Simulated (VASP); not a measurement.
Runs of VASP 6.6.1 on B5Ru3. The structure is that of space group P-6m2 (No. 187), or close to it. The cells are those of the table. 

| task | cell | k mesh | cutoff (eV) | smearing | gap on the mesh (eV) | pressure (GPa) | relaxed volume (Å³/atom) | largest force (eV/Å) |
| --- | --- | --- | --- | --- | --- | --- | --- | --- |
| single point | a = 2.923, b = 2.923, c = 10.028 Å, angles 90.0, 90.0, 120.0°, 8 atoms | 12 × 12 × 4 | 520 | gaussian 0.1 eV | none | 0.0 | - | 0.01 |
| relaxation of cell and atoms | relaxed from a = 2.916, b = 2.916, c = 10.117 Å, angles 90.0, 90.0, 120.0°, 8 atoms | 12 × 12 × 4 | 600 | gaussian 0.1 eV | none | -0.1 | (a) | 0.01 |
| single point | a = 2.920, b = 2.921, c = 10.038 Å, angles 90.0, 90.0, 120.0°, 8 atoms | 12 × 12 × 2 | 520 | gaussian 0.2 eV | none | 0.0 | - | 0.01 |
| single point | a = 2.918, b = 2.918, c = 10.108 Å, angles 90.0, 90.0, 120.0°, 8 atoms | 12 × 12 × 2 | 520 | gaussian 0.2 eV | none | 0.0 | - | 0.02 |
| single point | a = 2.918, b = 2.918, c = 10.108 Å, angles 90.0, 90.0, 120.0°, 8 atoms | 12 × 12 × 4 | 520 | gaussian 0.1 eV | none | 0.0 | - | 0.01 |
| relaxation of cell and atoms | relaxed from a = 2.900, b = 2.900, c = 10.300 Å, angles 90.0, 90.0, 120.0°, 8 atoms | 6 × 6 × 2 | 600 | gaussian 0.2 eV | none | -0.1 | 9.26 | 0.02 |
| single point | a = 2.917, b = 2.917, c = 10.115 Å, angles 90.0, 90.0, 120.0°, 8 atoms | 12 × 12 × 2 | 520 | gaussian 0.2 eV | none | 0.1 | - | 0.01 |
| single point | a = 2.916, b = 2.916, c = 10.117 Å, angles 90.0, 90.0, 120.0°, 8 atoms | 6 × 6 × 2 | 520 | gaussian 0.2 eV | none | -0.1 | - | 0.03 |
| relaxation of cell and atoms | relaxed from a = 2.917, b = 2.917, c = 10.048 Å, angles 90.0, 90.0, 120.0°, 8 atoms | 12 × 12 × 4 | 600 | gaussian 0.1 eV | none | 0.0 | 9.27 | 0.01 |
| single point | a = 2.923, b = 2.923, c = 10.028 Å, angles 90.0, 90.0, 120.0°, 8 atoms | 12 × 12 × 2 | 520 | gaussian 0.2 eV | none | -0.1 | - | 0.04 |
| single point | a = 2.917, b = 2.917, c = 10.048 Å, angles 90.0, 90.0, 120.0°, 8 atoms | 6 × 6 × 2 | 520 | gaussian 0.2 eV | none | (b) | - | 0.03 |

Alike in all rows: level PBE; potentials or basis VASP PAW PBE potentials, release 64 (B, Ru_pv); no spin polarisation.

Question: Fill in the values left out.

Answer: (a) 9.32; (b) 0.2.

Caveats: some runs use coarse meshes; the relaxation stopped at a loose force limit of 0.08 eV/Å, so its end isn't a converged minimum (some runs).

A k mesh can miss the band edges, and the runs leave out spin-orbit coupling on Ru.

A gap of «none» marks levels without a gap at the run's occupations.
